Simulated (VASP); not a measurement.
# C (Fd-3m) in VASP: a series of runs, part 2 of 3

VASP 6.6.1. The steps go on from the part before.

### Step 4. Electric field gradients, LDA (volume scaled by 1.01)

The input, INCAR:

```
SYSTEM = C
ALGO = Normal
EDIFF = 1E-8
ENCUT = 520
ISIF = 2
ISMEAR = -1
LASPH = .True.
LCHARG = .False.
LEFG = .True.
LREAL = .False.
LWAVE = .False.
NBANDS = 11
NELM = 100
PREC = Accurate
SIGMA = 0.03
```

The input, KPOINTS:

```
k-points
0
Gamma
  16 16 16
  0 0 0
```

The input, POSCAR:

```
C
1.0
    0.0000000000      1.7893249605      1.7893249605
    1.7893249605      0.0000000000      1.7893249605
    1.7893249605      1.7893249605      0.0000000000
C
2
Direct
    0.5000000000      0.5000000000      0.5000000000
    0.7500000000      0.7500000000      0.7500000000
```

Potentials or basis: VASP PAW LDA potentials, release 64 (C).

Started as:

```bash
cat potpaw_LDA.64/C/POTCAR > POTCAR
mpirun -np 1 vasp_std > vasp.out
```

OUTCAR:

```text
SYSTEM = C
   EDIFF = 1E-8
   ENCUT = 520
   ISIF = 2
   ISMEAR = -1
   LASPH = .True.
   LREAL = .False.
   NELM = 100
   PREC = Accurate

 ion  position               nearest neighbor table
   1  0.500  0.500  0.500-   2 1.55   2 1.55   2 1.55   2 1.55
   2  0.750  0.750  0.750-   1 1.55   1 1.55   1 1.55   1 1.55

  LATTYP: Found a face centered cubic cell.
 ALAT       =     3.5786499210

  Lattice vectors:

 A1 = (   0.0000000000,   1.7893249605,   1.7893249605)
 A2 = (   1.7893249605,   0.0000000000,   1.7893249605)
 A3 = (   1.7893249605,   1.7893249605,   0.0000000000)

Analysis of symmetry for initial positions (statically):
=====================================================================
 Subroutine PRICEL returns:
 Original cell was already a primitive cell.

 Routine SETGRP: Setting up the symmetry group for a
 face centered cubic supercell.

 Subroutine GETGRP returns: Found 48 space group operations
 (whereof 24 operations were pure point group operations)
 out of a pool of 48 trial point group operations.

[... 523 lines left out ...]
     0.000000000  1.789324960  1.789324960    -0.279434989  0.279434989  0.279434989
     1.789324960  0.000000000  1.789324960     0.279434989 -0.279434989  0.279434989
     1.789324960  1.789324960  0.000000000     0.279434989  0.279434989 -0.279434989

 POSITION                                       TOTAL-FORCE (eV/Angst)
 -----------------------------------------------------------------------------------
      1.78932      1.78932      1.78932        -0.000000     -0.000000     -0.000000
      2.68399      2.68399      2.68399         0.000000      0.000000      0.000000
 -----------------------------------------------------------------------------------
    total drift:                                0.000000     -0.000000      0.000000

  FREE ENERGIE OF THE ION-ELECTRON SYSTEM (eV)
  ---------------------------------------------------
  free  energy   TOTEN  =       -20.2257087167 eV

  energy  without entropy=      -20.2257087167  energy(sigma->0) =      -20.22570872

 Electric field gradients (V/A^2)
---------------------------------------------------------------------
 ion       V_xx      V_yy      V_zz      V_xy      V_xz      V_yz
---------------------------------------------------------------------
   1       0.000     0.000    -0.000    -0.000    -0.000    -0.000
   2      -0.000    -0.000    -0.000    -0.000    -0.000    -0.000
---------------------------------------------------------------------

 Electric field gradients after diagonalization (V/A^2)
 (convention: |V_zz| > |V_xx| > |V_yy|)
----------------------------------------------------------------------
 ion       V_xx      V_yy      V_zz     asymmetry (V_yy - V_xx)/ V_zz
----------------------------------------------------------------------
   1       0.000     0.000    -0.000       0.000
   2       0.000     0.000    -0.000       0.000
----------------------------------------------------------------------

           NMR quadrupolar parameters

 Cq : quadrupolar parameter    Cq=e*Q*V_zz/h
 eta: asymmetry parameters     (V_yy - V_xx)/ V_zz
 Q  : nuclear electric quadrupole moment in mb (millibarn)
----------------------------------------------------------------------
 ion       Cq(MHz)       eta       Q (mb)
----------------------------------------------------------------------
   1      -0.000       0.000       1.000
   2      -0.000       0.000       1.000
----------------------------------------------------------------------
```

stdout:

```text
POSCAR found type information on POSCAR C
 POSCAR found :  1 types and       2 ions
 scaLAPACK will be used
 LDA part: xc-table for (Slater(with rela. corr.)+CA(PZ))
 , standard interpolation
 POSCAR, INCAR and KPOINTS ok, starting setup
 FFT: planning ... GRIDC
 FFT: planning ... GRID_SOFT
 FFT: planning ... GRID
 WAVECAR not read
 entering main loop
ion   1

ion   2
```

Run time: 9.7 s. Hardware: 1 thread of Intel Xeon 6975P-C, shared host; peak memory 0.12 GiB.

Results:

```
Free energy            : -20.2257 eV
Pressure               : -15.8 GPa
Band gap on the k mesh : 4.08 eV, indirect (least direct gap 5.51 eV)
```

Levels at points of the mesh, in eV from the valence-band top:
```tsv
k point	band 1	band 2	band 3	band 4	band 5	band 6	band 7	band 8
(0.00, 0.00, 0.00)	-21.19	0.00	0.00	0.00	5.51	5.51	5.51	13.33
(0.50, 0.00, 0.00)	-15.40	-13.25	-2.76	-2.76	8.34	8.34	8.88	15.31
(0.50, 0.50, 0.00)	-12.54	-12.54	-6.23	-6.23	4.68	4.68	16.48	16.48
```

Caveat: without QUAD_EFG the Cq values of the log hold for a quadrupole moment of 1 mb, not for the nuclei. A k mesh can miss the band edges.

### Step 5. Electric field gradients, LDA (volume scaled by 0.99)

The input, INCAR:

```
PREC     = Accurate       # precision mode
ENCUT    = 520            # plane-wave cutoff, eV
EDIFF    = 1E-8           # SCF threshold, eV
ISMEAR   = -1             # smearing method
SIGMA    = 0.03           # smearing width, eV
LREAL    = False          # projectors in reciprocal space
LASPH    = True           # aspherical terms in the spheres
NELM     = 80             # most SCF steps
ALGO     = Normal         # electronic algorithm
ISIF     = 2              # what is computed and relaxed
LWAVE    = False          # write WAVECAR
LCHARG   = False          # write CHGCAR
LEFG     = True         
NBANDS   = 11             # bands
```

The input, KPOINTS:

```
Automatic mesh
0
Gamma
  16 16 16
```

The input, POSCAR:

```
C
1.0
    0.0000000000      1.7774354070      1.7774354070
    1.7774354070      0.0000000000      1.7774354070
    1.7774354070      1.7774354070      0.0000000000
C
2
Direct
    0.5000000000      0.5000000000      0.5000000000
    0.7500000000      0.7500000000      0.7500000000
```

Potentials or basis: VASP PAW LDA potentials, release 64 (C).

Started as:

```bash
cat potpaw_LDA.64/C/POTCAR > POTCAR
mpirun -np 1 vasp_std > vasp.out
```

OUTCAR:

```text
PREC = Accurate
   ENCUT = 520
   EDIFF = 1E-8
   ISMEAR = -1
   LREAL = False
   LASPH = True
   NELM = 80
   ISIF = 2

 ion  position               nearest neighbor table
   1  0.500  0.500  0.500-   2 1.54   2 1.54   2 1.54   2 1.54
   2  0.750  0.750  0.750-   1 1.54   1 1.54   1 1.54   1 1.54

  LATTYP: Found a face centered cubic cell.
 ALAT       =     3.5548708140

  Lattice vectors:

 A1 = (   0.0000000000,   1.7774354070,   1.7774354070)
 A2 = (   1.7774354070,   0.0000000000,   1.7774354070)
 A3 = (   1.7774354070,   1.7774354070,   0.0000000000)

Analysis of symmetry for initial positions (statically):
=====================================================================
 Subroutine PRICEL returns:
 Original cell was already a primitive cell.

 Routine SETGRP: Setting up the symmetry group for a
 face centered cubic supercell.

 Subroutine GETGRP returns: Found 48 space group operations
 (whereof 24 operations were pure point group operations)
[... 524 lines left out ...]
      direct lattice vectors                 reciprocal lattice vectors
     0.000000000  1.777435407  1.777435407    -0.281304175  0.281304175  0.281304175
     1.777435407  0.000000000  1.777435407     0.281304175 -0.281304175  0.281304175
     1.777435407  1.777435407  0.000000000     0.281304175  0.281304175 -0.281304175

 POSITION                                       TOTAL-FORCE (eV/Angst)
 -----------------------------------------------------------------------------------
      1.77744      1.77744      1.77744        -0.000000     -0.000000     -0.000000
      2.66615      2.66615      2.66615         0.000000      0.000000      0.000000
 -----------------------------------------------------------------------------------
    total drift:                                0.000000     -0.000000      0.000000

  FREE ENERGIE OF THE ION-ELECTRON SYSTEM (eV)
  ---------------------------------------------------
  free  energy   TOTEN  =       -20.2417132261 eV

  energy  without entropy=      -20.2417132261  energy(sigma->0) =      -20.24171323

 Electric field gradients (V/A^2)
---------------------------------------------------------------------
 ion       V_xx      V_yy      V_zz      V_xy      V_xz      V_yz
---------------------------------------------------------------------
   1       0.000    -0.000     0.000    -0.000    -0.000    -0.000
   2      -0.000    -0.000     0.000    -0.000    -0.000    -0.000
---------------------------------------------------------------------

 Electric field gradients after diagonalization (V/A^2)
 (convention: |V_zz| > |V_xx| > |V_yy|)
----------------------------------------------------------------------
 ion       V_xx      V_yy      V_zz     asymmetry (V_yy - V_xx)/ V_zz
----------------------------------------------------------------------
   1       0.000     0.000    -0.000       0.000
   2       0.000     0.000    -0.000       0.000
----------------------------------------------------------------------

           NMR quadrupolar parameters

 Cq : quadrupolar parameter    Cq=e*Q*V_zz/h
 eta: asymmetry parameters     (V_yy - V_xx)/ V_zz
 Q  : nuclear electric quadrupole moment in mb (millibarn)
----------------------------------------------------------------------
 ion       Cq(MHz)       eta       Q (mb)
----------------------------------------------------------------------
   1      -0.000       0.000       1.000
   2      -0.000       0.000       1.000
----------------------------------------------------------------------
```

OSZICAR:

```text
N       E                     dE             d eps       ncg     rms          rms(c)
DAV:   1    -0.227455667227E+01   -0.22746E+01   -0.49319E+03  3406   0.707E+02
DAV:   2    -0.207352615722E+02   -0.18461E+02   -0.17979E+02  4154   0.125E+02
DAV:   3    -0.210652763133E+02   -0.33001E+00   -0.32924E+00  3709   0.127E+01
DAV:   4    -0.210658543734E+02   -0.57806E-03   -0.57805E-03  3420   0.682E-01
DAV:   5    -0.210658551666E+02   -0.79320E-06   -0.79321E-06  3656   0.231E-02    0.577E+00
DAV:   6    -0.204549184206E+02    0.61094E+00   -0.32560E-01  3274   0.396E+00    0.335E+00
DAV:   7    -0.202418615586E+02    0.21306E+00   -0.38727E-01  3502   0.433E+00    0.730E-01
DAV:   8    -0.202417267358E+02    0.13482E-03   -0.95403E-03  3340   0.803E-01    0.288E-02
DAV:   9    -0.202417116237E+02    0.15112E-04   -0.36374E-05  3616   0.470E-02    0.207E-02
DAV:  10    -0.202417133079E+02   -0.16842E-05   -0.22201E-06  3481   0.122E-02    0.490E-03
DAV:  11    -0.202417132354E+02    0.72503E-07   -0.95939E-08  3576   0.232E-03    0.636E-04
DAV:  12    -0.202417132261E+02    0.93283E-08   -0.19634E-09  2018   0.404E-04
   1 F= -.20241713E+02 E0= -.20241713E+02  d E =-.147489E-10
```

stdout:

```text
POSCAR found type information on POSCAR C
 POSCAR found :  1 types and       2 ions
 scaLAPACK will be used
 LDA part: xc-table for (Slater(with rela. corr.)+CA(PZ))
 , standard interpolation
 POSCAR, INCAR and KPOINTS ok, starting setup
 FFT: planning ... GRIDC
 FFT: planning ... GRID_SOFT
 FFT: planning ... GRID
 WAVECAR not read
 entering main loop
ion   1

ion   2
```

Run time: 12 s. Hardware: 1 thread of Intel Xeon 6975P-C, shared host; peak memory 0.12 GiB.

Results:

| Property | Result |
| --- | --- |
| Free energy | -20.2417 eV |
| Pressure | -7.3 GPa |
| Band gap on the k mesh | 4.12 eV, indirect (least direct gap 5.57 eV) |

Caveat: without QUAD_EFG the Cq values of the log hold for a quadrupole moment of 1 mb, not for the nuclei. A k mesh can miss the band edges.

(Continued in part 3 of 3.)
